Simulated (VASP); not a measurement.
# CsI (P4/mmm) in VASP: further runs

The runs below take CsI through single point, with PBE.

Everything below comes from runs of VASP 6.6.1. Logs are shortened: lines on timing, memory, paths and dates and some standing lists are left out, and cuts for length are marked.

**1. The cell of the first run**

The structure is tetragonal, space group P4/mmm (No. 123). The conventional cell has a = 4.567 Å, b = 4.567 Å, c = 4.635 Å, α = 90.00°, β = 90.00°, γ = 90.00°. Cs (site symmetry 4/mmm) has 8 I at 3.97 Å and 6 Cs at 4.57 to 4.64 Å within 5.2 Å. I (site symmetry 4/mmm) has 8 Cs at 3.97 Å and 6 I at 4.57 to 4.64 Å within 5.2 Å.

**2. Single point, PBE (strain +0.0150 x Voigt [0, 0, 1, 0, 0, 0])**

File INCAR:

```
PREC = Accurate
ENCUT = 500
EDIFF = 1E-6
ISMEAR = 0
SIGMA = 0.05
LREAL = False
LASPH = True
NELM = 120
ALGO = Normal
ISIF = 2
LWAVE = False
LCHARG = False
GGA = PE
NBANDS = 15
GGA_COMPAT = False
```

File KPOINTS:

```
regular mesh
0
Gamma
  6 6 6
```

File POSCAR:

```
CsI
1.0
    4.5667000000      0.0000000000      0.0000000000
    0.0000000000      4.5667000000      0.0000000000
    0.0000000000      0.0000000000      4.6352005000
Cs I
1 1
Direct
    0.0000000000      0.0000000000      0.0000000000
    0.5000000000      0.5000000000      0.5000000000
```

Potentials or basis: VASP PAW PBE potentials, release 64 (Cs_sv, I).

On the command line:

```sh
> cat potpaw_PBE.64/Cs_sv/POTCAR potpaw_PBE.64/I/POTCAR > POTCAR
> mpirun -np 1 vasp_std > vasp.out
```

OUTCAR:

```text
PREC = Accurate
   ENCUT = 500
   EDIFF = 1E-6
   ISMEAR = 0
   LREAL = False
   LASPH = True
   NELM = 120
   ISIF = 2
   GGA = PE

 ion  position               nearest neighbor table
   1  0.000  0.000  0.000-
   2  0.500  0.500  0.500-

  LATTYP: Found a simple tetragonal cell.
 ALAT       =     4.5667000000
 C/A-ratio  =     1.0150000000

  Lattice vectors:

 A1 = (   4.5667000000,   0.0000000000,   0.0000000000)
 A2 = (   0.0000000000,   4.5667000000,   0.0000000000)
 A3 = (   0.0000000000,   0.0000000000,   4.6352005000)

Analysis of symmetry for initial positions (statically):
=====================================================================
 Subroutine PRICEL returns:
 Original cell was already a primitive cell.

 Routine SETGRP: Setting up the symmetry group for a
 simple tetragonal supercell.

 Subroutine GETGRP returns: Found 16 space group operations
 (whereof 16 operations were pure point group operations)
 out of a pool of 16 trial point group operations.

The static configuration has the point symmetry D_4h.

Analysis of symmetry for dynamics (positions and initial velocities):
=====================================================================
 Subroutine PRICEL returns:
 Original cell was already a primitive cell.

 Routine SETGRP: Setting up the symmetry group for a
 simple tetragonal supercell.

 Subroutine GETGRP returns: Found 16 space group operations
 (whereof 16 operations were pure point group operations)
 out of a pool of 16 trial point group operations.

The dynamic configuration has the point symmetry D_4h.

 Subroutine INISYM returns: Found 16 space group operations
 (whereof 16 operations are pure point group operations),
 and found     1 'primitive' translations

----------------------------------------------------------------------------------------

                                     Primitive cell

  volume of cell :      96.6659

  direct lattice vectors                    reciprocal lattice vectors
     4.566700000  0.000000000  0.000000000     0.218976504  0.000000000  0.000000000
     0.000000000  4.566700000  0.000000000     0.000000000  0.218976504  0.000000000
     0.000000000  0.000000000  4.635200500     0.000000000  0.000000000  0.215740398

  length of vectors
     4.566700000  4.566700000  4.635200500     0.218976504  0.218976504  0.215740398

  position of ions in fractional coordinates (direct lattice)
     0.000000000  0.000000000  0.000000000
     0.500000000  0.500000000  0.500000000

  ion indices of the primitive-cell ions
   primitive index   ion index
                 1           1
                 2           2

----------------------------------------------------------------------------------------

 KPOINTS: regular mesh

Automatic generation of k-mesh.
 Grid dimensions read from file:
 generate k-points for:    6    6    6

 Generating k-lattice:

  Cartesian coordinates                     Fractional coordinates (reciprocal lattice)
     0.036496084  0.000000000  0.000000000     0.166666667  0.000000000  0.000000000
     0.000000000  0.036496084  0.000000000     0.000000000  0.166666667  0.000000000
     0.000000000  0.000000000  0.035956733     0.000000000  0.000000000  0.166666667

  Length of vectors
     0.036496084  0.036496084  0.035956733

  Shift w.r.t. Gamma in fractional coordinates (k-lattice)
     0.000000000  0.000000000  0.000000000

 Subroutine IBZKPT returns following result:
 ===========================================

 Found     40 irreducible k-points:

 Following reciprocal coordinates:
            Coordinates               Weight
  0.000000  0.000000  0.000000      1.000000
  0.166667  0.000000  0.000000      4.000000
  0.333333  0.000000  0.000000      4.000000
  0.500000  0.000000  0.000000      2.000000
  0.166667  0.166667  0.000000      4.000000
  0.333333  0.166667  0.000000      8.000000
[... 16 lines left out ...]
  0.333333  0.000000  0.333333      8.000000
  0.500000  0.000000  0.333333      4.000000
 [... further k-points ...]
   k-points           NKPTS =     40   k-points in BZ     NKDIM =     40   number of bands    NBANDS=     15
   number of dos      NEDOS =    301   number of ions     NIONS =      2
   total plane-waves  NPLWV =  46656
   dimension x,y,z NGX =    36 NGY =   36 NGZ =   36
   dimension x,y,z NGXF=    72 NGYF=   72 NGZF=   72
   ions per type =               1   1
   NGX,Y,Z   is equivalent  to a cutoff of  13.11, 13.11, 12.91 a.u.
   NGXF,Y,Z  is equivalent  to a cutoff of  26.21, 26.21, 25.82 a.u.
 SYSTEM =  unknown system
   PREC   = accura    normal or accurate (medium, high low for compatibility)
   ISTART =      0    job   : 0-new  1-cont  2-samecut
   ICHARG =      2    charge: 1-file 2-atom 10-const
   ISPIN  =      1    spin polarized calculation?
   LNONCOLLINEAR =      F non collinear calculations
   LSORBIT =      F    spin-orbit coupling
   LASPH  =      T    aspherical Exc in radial PAW
   ENCUT  =  500.0 eV  36.75 Ry    6.06 a.u.   8.33  8.33  8.45*2*pi/ulx,y,z
   NELM   =    120;   NELMIN=  2; NELMDL= -5     # of ELM steps
   EDIFF  = 0.1E-05   stopping-criterion for ELM
   LREAL  =      F    real-space projection
   EDIFFG = 0.1E-04   stopping-criterion for IOM
   NSW    =      0    number of steps for IOM
   IBRION =     -1    ionic relax: 0-MD 1-quasi-New 2-CG
   NFREE  =      0    steps in history (QN), initial steepest desc. (CG)
   ISIF   =      2    stress and relaxation
   ISYM   =      2    0-nonsym 1-usesym 2-fastsym
   POTIM  = 0.5000    time-step for ionic-motion
   TEBEG  =    0.0;   TEEND  =   0.0 temperature during run
   PSTRESS=    0.0 pullay stress
   NELECT =      16.0000    total number of electrons
   NUPDOWN=      -1.0000    fix difference up-down
   EMIN   =  10.00;   EMAX   =-10.00  energy-range for DOS
   EFERMI =   0.00;   METHOD = LEGACY
   ISMEAR =     0;   SIGMA  =   0.05  broadening in eV -4-tet -1-fermi 0-gaus
   EFERMI_NEDOS =   21; number of points for ismear=-14 and -15
   IALGO  =     38    algorithm
   IMIX   =      4    mixing-type and parameters
     AMIX     =   0.40;   BMIX     =  1.00
     AMIX_MAG =   1.60;   BMIX_MAG =  1.00
  volume/ion in A,a.u.               =      48.33       326.17
  Fermi-wavevector in a.u.,A,eV,Ry     =   0.898856  1.698592 10.992730  0.807943
  Thomas-Fermi vector in A             =   2.021618
   LORBIT       =      0    0 simple, 1 ext, 2 COOP (PROOUT), +10 PAW based schemes
   GGA     = PE    functional components
   LHFCALC =     F    Hartree Fock is set to
   AEXX    =    0.0000 exact exchange contribution
   IVDW    =     0    specifies the selected vdW correction
   LEPSILON=     F    determine dielectric tensor
   LRPA    =     F    only Hartree local field effects (RPA)
 non-spin polarized calculation
 Gauss-broadening in eV      SIGMA  =   0.05
  energy-cutoff  :      500.00
  volume of cell :       96.67
 maximum number of plane-waves:      2501
 NGX is ok and might be reduce to    36
   NGX = 17   NGY = 17   NGZ = 17

 number of electron      16.0000002 magnetization

 Free energy of the ion-electron system (eV)
  ---------------------------------------------------
  ext. energy  EPLUGINS =         0.00000000
  ---------------------------------------------------
  free energy    TOTEN  =        -5.43269346 eV

  energy without entropy =       -5.43269346  energy(sigma->0) =       -5.43269346

 E-fermi :   0.9528     XC(G=0):  -7.7049

 val. band max:        0.7471014340   @ k =   0.5000   0.0000   0.5000
 cond. band min:       4.5483163476   @ k =   0.0000   0.0000   0.0000
 fundamental gap:      3.8012149136
 Fermi energy:         0.9528277166

 k-point     1 :       0.0000    0.0000    0.0000
  band No.  band energies     occupation
      1     -19.6846      2.00000
      2      -9.9088      2.00000
      3      -6.3974      2.00000
      4      -6.3815      2.00000
      5      -6.3815      2.00000
      6       0.5920      2.00000
      7       0.6573      2.00000
      8       0.6573      2.00000
      9       4.5483      0.00000
     10       4.9158      0.00000
     11       4.9457      0.00000
     12       8.4192      0.00000
     13       8.4192      0.00000
     14       8.5272      0.00000
     15      10.7861      0.00000

 k-point     2 :       0.1667    0.0000    0.0000
  band No.  band energies     occupation
      1     -19.6785      2.00000
      2      -9.9091      2.00000
      3      -6.4252      2.00000
      4      -6.3817      2.00000
      5      -6.3666      2.00000
      6       0.1903      2.00000
      7       0.5553      2.00000
      8       0.6254      2.00000
      9       5.0583      0.00000
     10       5.1431      0.00000
     11       5.5517      0.00000
     12       8.3341      0.00000
     13       8.4243      0.00000
     14       8.5447      0.00000
     15       9.7375      0.00000

 k-point     3 :       0.3333    0.0000    0.0000
  band No.  band energies     occupation
      1     -19.6664      2.00000
      2      -9.9122      2.00000
      3      -6.5005      2.00000
      4      -6.3498      2.00000
      5      -6.3363      2.00000
      6      -0.5126      2.00000
      7       0.4795      2.00000
      8       0.5591      2.00000
      9       5.5428      0.00000
     10       6.2857      0.00000
     11       6.8269      0.00000
     12       8.2893      0.00000
     13       8.3592      0.00000
     14       8.4091      0.00000
     15       8.8574      0.00000

 k-point     4 :       0.5000    0.0000    0.0000
  band No.  band energies     occupation
      1     -19.6602      2.00000
      2      -9.9150      2.00000
      3      -6.5322      2.00000
      4      -6.3337      2.00000
      5      -6.3209      2.00000
      6      -0.8028      2.00000
      7       0.4403      2.00000
      8       0.5246      2.00000
      9       5.9395      0.00000
     10       7.1531      0.00000
     11       7.4185      0.00000
     12       7.5491      0.00000
     13       8.5435      0.00000
     14       8.5503      0.00000
     15       9.0682      0.00000
[... 307 lines left out ...]
 k-point    22 :       0.1667    0.0000    0.3333
  band No.  band energies     occupation
      1     -19.6634      2.00000
      2      -9.8909      2.00000
      3      -6.5367      2.00000
      4      -6.4089      2.00000
      5      -6.3291      2.00000
      6      -0.4101      2.00000
      7       0.3226      2.00000
      8       0.5809      2.00000
      9       5.7566      0.00000
     10       6.1678      0.00000
     11       6.8788      0.00000
     12       7.7244      0.00000
     13       8.2222      0.00000
     14       8.7061      0.00000
     15       9.1541      0.00000

 k-point    23 :       0.3333    0.0000    0.3333
  band No.  band energies     occupation
      1     -19.6521      2.00000
      2      -9.8263      2.00000
      3      -6.6498      2.00000
      4      -6.5437      2.00000
      5      -6.3069      2.00000
      6      -0.2631      2.00000
      7       0.0161      2.00000
      8       0.6516      2.00000
      9       5.4905      0.00000
     10       6.0671      0.00000
     11       7.1539      0.00000
     12       7.7705      0.00000
     13       7.9093      0.00000
     14       8.5059      0.00000
     15       9.7384      0.00000

 k-point    24 :       0.5000    0.0000    0.3333
  band No.  band energies     occupation
      1     -19.6464      2.00000
      2      -9.7932      2.00000
      3      -6.6907      2.00000
      4      -6.6241      2.00000
      5      -6.2957      2.00000
      6      -0.3103      2.00000
      7       0.0102      2.00000
      8       0.6878      2.00000
      9       5.3058      0.00000
     10       5.9409      0.00000
     11       7.1646      0.00000
     12       7.1742      0.00000
     13       8.3151      0.00000
     14       9.6558      0.00000
     15      10.0916      0.00000

 [... further k-points ...]

------------------------ aborting loop because EDIFF is reached ----------------------------------------

  FORCE on cell =-STRESS in cart. coord.  units (eV):
  Direction    XX          YY          ZZ          XY          YZ          ZX
  --------------------------------------------------------------------------------------
  -------------------------------------------------------------------------------------
  Total        0.4098615      0.4098615      0.2510520      0.0000000      0.0000000     -0.0000000
  in kB        6.7931965      6.7931965      4.1610290      0.0000000      0.0000000     -0.0000000
  external PRESSURE =       5.9158073 kB  Pullay stress =       0.0000000 kB

 VOLUME and BASIS-vectors are now :
 -----------------------------------------------------------------------------
  energy-cutoff  :      500.00
  volume of cell :       96.67
      direct lattice vectors                 reciprocal lattice vectors
     4.566700000  0.000000000  0.000000000     0.218976504  0.000000000  0.000000000
     0.000000000  4.566700000  0.000000000     0.000000000  0.218976504  0.000000000
     0.000000000  0.000000000  4.635200500     0.000000000  0.000000000  0.215740398

 POSITION                                       TOTAL-FORCE (eV/Angst)
 -----------------------------------------------------------------------------------
      0.00000      0.00000      0.00000         0.000000      0.000000      0.000000
      2.28335      2.28335      2.31760         0.000000      0.000000      0.000000
 -----------------------------------------------------------------------------------
    total drift:                               -0.000000      0.000000      0.000000

  FREE ENERGIE OF THE ION-ELECTRON SYSTEM (eV)
  ---------------------------------------------------
  free  energy   TOTEN  =        -5.4326934601 eV

  energy  without entropy=       -5.4326934601  energy(sigma->0) =       -5.43269346
```

It took 59 s on 1 thread of Intel Xeon 8259CL, shared host; peak memory 0.23 GiB.

Results:

| Quantity | Value |
| --- | --- |
| Free energy | -5.4327 eV |
| Pressure | 0.6 GPa |
| Band gap on the k mesh | 3.80 eV (least direct gap 3.89 eV) |

Stress tensor (GPa, compression positive):
```
0.68 0.00 0.00
0.00 0.68 0.00
0.00 0.00 0.42
```

Caveat: the cell differs from its parent crystal (strain +0.0150 x Voigt [0, 0, 1, 0, 0, 0]); spin-orbit coupling is left out, which moves the levels of the heavy elements. A k mesh can miss the band edges.

**3. Single point, PBE (strain +0.0200 x Voigt [0, 0, 1, 0, 0, 0])**

File INCAR:

```
SYSTEM = CsI
ALGO = Normal ; EDIFF = 1E-6
ENCUT = 500 ; GGA = PE
GGA_COMPAT = .False. ; ISIF = 2
ISMEAR = 0 ; LASPH = .True.
LCHARG = .True. ; LELF = .True.
LREAL = .False. ; LVHAR = .True.
LWAVE = .False. ; NBANDS = 15
NELM = 120 ; PREC = Accurate
SIGMA = 0.05
```

File KPOINTS:

```
k-points
0
Gamma
  6 6 6
  0 0 0
```

Changes to POSCAR since step 2:

```diff
@@ -4,3 +4,3 @@
     0.0000000000      4.5667000000      0.0000000000
-    0.0000000000      0.0000000000      4.6352005000
+    0.0000000000      0.0000000000      4.6580340000
 Cs I
```

Potentials or basis: VASP PAW PBE potentials, release 64 (Cs_sv, I).

On the command line:

```sh
> cat potpaw_PBE.64/Cs_sv/POTCAR potpaw_PBE.64/I/POTCAR > POTCAR
> mpirun -np 1 vasp_std > vasp.out
```

OUTCAR:

```text
SYSTEM = CsI
   EDIFF = 1E-6
   ENCUT = 500
   GGA = PE
   ISIF = 2
   ISMEAR = 0
   LASPH = .True.
   LREAL = .False.
   NELM = 120
   PREC = Accurate

 ion  position               nearest neighbor table
   1  0.000  0.000  0.000-
   2  0.500  0.500  0.500-

  LATTYP: Found a simple tetragonal cell.
 ALAT       =     4.5667000000
 C/A-ratio  =     1.0200000000

  Lattice vectors:

[... 616 lines left out ...]
     15      10.0569      0.00000

 [... further k-points ...]

------------------------ aborting loop because EDIFF is reached ----------------------------------------

  FORCE on cell =-STRESS in cart. coord.  units (eV):
  Direction    XX          YY          ZZ          XY          YZ          ZX
  --------------------------------------------------------------------------------------
  -------------------------------------------------------------------------------------
  Total        0.3911889      0.3911889      0.1798499      0.0000000      0.0000000     -0.0000000
  in kB        6.4519270      6.4519270      2.9662866      0.0000000      0.0000000     -0.0000000
  external PRESSURE =       5.2900469 kB  Pullay stress =       0.0000000 kB

 VOLUME and BASIS-vectors are now :
 -----------------------------------------------------------------------------
  energy-cutoff  :      500.00
  volume of cell :       97.14
      direct lattice vectors                 reciprocal lattice vectors
     4.566700000  0.000000000  0.000000000     0.218976504  0.000000000  0.000000000
     0.000000000  4.566700000  0.000000000     0.000000000  0.218976504  0.000000000
     0.000000000  0.000000000  4.658034000     0.000000000  0.000000000  0.214682847

 POSITION                                       TOTAL-FORCE (eV/Angst)
 -----------------------------------------------------------------------------------
      0.00000      0.00000      0.00000         0.000000      0.000000      0.000000
      2.28335      2.28335      2.32902         0.000000      0.000000      0.000000
 -----------------------------------------------------------------------------------
    total drift:                               -0.000000      0.000000      0.000000

  FREE ENERGIE OF THE ION-ELECTRON SYSTEM (eV)
  ---------------------------------------------------
  free  energy   TOTEN  =        -5.4337902500 eV

  energy  without entropy=       -5.4337902500  energy(sigma->0) =       -5.43379025
```

stdout:

```text
POSCAR found type information on POSCAR CsI
 POSCAR found :  2 types and       2 ions
 scaLAPACK will be used
 LDA part: xc-table for (Slater+PW92), standard interpolation
 POSCAR, INCAR and KPOINTS ok, starting setup
 FFT: planning ... GRIDC
 FFT: planning ... GRID_SOFT
 FFT: planning ... GRID
 WAVECAR not read
 entering main loop
```

It took 75 s on 1 thread of Intel Xeon 8259CL, shared host; peak memory 0.23 GiB.

Results:

```yaml
Free_energy: -5.4338 eV
Pressure: 0.5 GPa
Band_gap_on_the_k_mesh: 3.77 eV (least direct gap 3.87 eV)
```

Caveat: the cell differs from its parent crystal (strain +0.0200 x Voigt [0, 0, 1, 0, 0, 0]); spin-orbit coupling is left out, which moves the levels of the heavy elements.

(Part 1 of 2 ends here.)
